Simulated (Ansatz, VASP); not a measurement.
# One calculation of Ge3N, two programs

Contents of INCAR:

```
ALGO = Normal
EDIFF = 1E-7
EDIFFG = -0.04
ENCUT = 600
GGA = PE
IBRION = 2
ISIF = 3
ISMEAR = 0
LASPH = T
LCHARG = F
LREAL = F
LWAVE = F
NELM = 80
NSW = 90
PREC = Accurate
SIGMA = 0.1
```

KPOINTS

```
k-points
0
Gamma
  6 6 6
```

The input POSCAR:

```
Ge3N
1.0
    0.0000000000      3.1312451029      3.1312451029
    3.1312451029      0.0000000000      3.1312451029
    3.1312451029      3.1312451029      0.0000000000
Ge N
3 1
Direct
    0.0000000000      0.0000000000      0.0000000000
    0.2500000000      0.2500000000      0.2500000000
    0.7500000000      0.7500000000      0.7500000000
    0.5000000000      0.5000000000      0.5000000000
```

Input for Ansatz:

```yaml
crystal:
  lattice:
    - [0.0, 3.1312451029, 3.1312451029]
    - [3.1312451029, 0.0, 3.1312451029]
    - [3.1312451029, 3.1312451029, 0.0]
  atoms:
    - { symbol: Ge, position: [0.0, 0.0, 0.0] }
    - { symbol: Ge, position: [0.25, 0.25, 0.25] }
    - { symbol: Ge, position: [0.75, 0.75, 0.75] }
    - { symbol: "N", position: [0.5, 0.5, 0.5] }
basis:
  ecutwfc: 420
kpoints:
  mp_grid: { grid: [6, 6, 6] }
hamiltonian:
  xc: pbe
scf:
  occupations: { method: gaussian, width: 0.1 }
  lower_state_search: "off"
output:
  forces: true
  stress: true
  eigenvalues: true
relax:
  adjacent_minimum: "off"
  f_tol: 0.04
  max_steps: 70
  cell: { stress_tol: 0.4 }
```

Alike in both runs: task relaxation of cell and atoms; functional PBE; k mesh 6 × 6 × 6; occupations gaussian, width 0.1 eV; no spin polarisation.

|  | VASP | Ansatz |
| --- | --- | --- |
| version | VASP 6.6.1 | Ansatz 0.2.0 |
| potentials or method | VASP PAW PBE potentials, release 64 (Ge_d, N), cutoff 600 eV | scalar-relativistic, plane waves, PAW |
| valence electrons in the cell | 47 | 47 |

Ansatz gave:

| Item | Value |
| --- | --- |
| gap on the k mesh at the Fermi level, each at its own relaxed structure (eV) | none |
| relaxed volume (Å³/atom) | 15.49 |
| relaxed length of the cell vector where the two differ most in proportion (Å) | 4.441 |

Question: Which values does VASP return?

Answer: gap on the k mesh at the Fermi level, each at its own relaxed structure (eV): none; relaxed volume (Å³/atom): 15.48; relaxed length of the cell vector where the two differ most in proportion (Å): 4.440.

A gap of «none» marks a metal or a gap that the smearing closes.

Noted on VASP's run: too few bands were computed for a metal, which touches its energy and stress.
